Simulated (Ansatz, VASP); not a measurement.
## Two plane-wave programs on AlN

The input INCAR:

```
  ALGO = Normal
  EDIFF = 1E-7
  ENCUT = 520
  GGA = PE
  ISIF = 2
  ISMEAR = -1
  LASPH = True
  LCHARG = False
  LREAL = False
  LWAVE = False
  NBANDS = 11
  NELM = 100
  PREC = Accurate
  SIGMA = 0.1
```

KPOINTS

```
k-points
0
Gamma
  16 16 16
```

Contents of POSCAR:

```
AlN
1.0
    0.0000000000      1.9354859774      1.9354859774
    1.9354859774      0.0000000000      1.9354859774
    1.9354859774      1.9354859774      0.0000000000
Al N
1 1
Direct
    0.0000000000      0.0000000000      0.0000000000
    0.5000000000      0.5000000000      0.5000000000
```

Input for Ansatz:

```yaml
crystal:
  lattice:
    - [0.0, 1.9354859774, 1.9354859774]
    - [1.9354859774, 0.0, 1.9354859774]
    - [1.9354859774, 1.9354859774, 0.0]
  atoms:
    - { symbol: Al, position: [0.0, 0.0, 0.0] }
    - { symbol: "N", position: [0.5, 0.5, 0.5] }
kpoints:
  mp_grid: { grid: [16, 16, 16] }
scf:
  occupations: { method: fermi_dirac, width: 0.1 }
hamiltonian:
  xc: pbe
  pseudopotentials: { kind: paw }
output:
  forces: true
  stress: true
  eigenvalues: true
```

Change from the starting cell: volume scaled by 0.86, to set the pressure.

Alike in both runs: task single point; functional PBE; k mesh 16 × 16 × 16; occupations fermi-dirac, width 0.1 eV; no spin polarisation.

|  | VASP | Ansatz |
| --- | --- | --- |
| version | VASP 6.6.1 | Ansatz 0.2.0 |
| potentials or method | VASP PAW PBE potentials, release 64 (Al, N) | PAW with Ansatz's default frozen-core files, scalar-relativistic |
| plane-wave cutoff (eV) | 520 | 420 |
| valence electrons in the cell | 8 | 8 |

Ansatz gave:

```
gap on the k mesh at the Fermi level (eV) : 5.04
pressure (GPa)                            : 51.1
```

Question: What did VASP give for the same quantities?

Answer: gap on the k mesh at the Fermi level (eV): 5.05; pressure (GPa): 50.8.

Both programs put the cell under a high pressure, so it lies far from rest at this level.
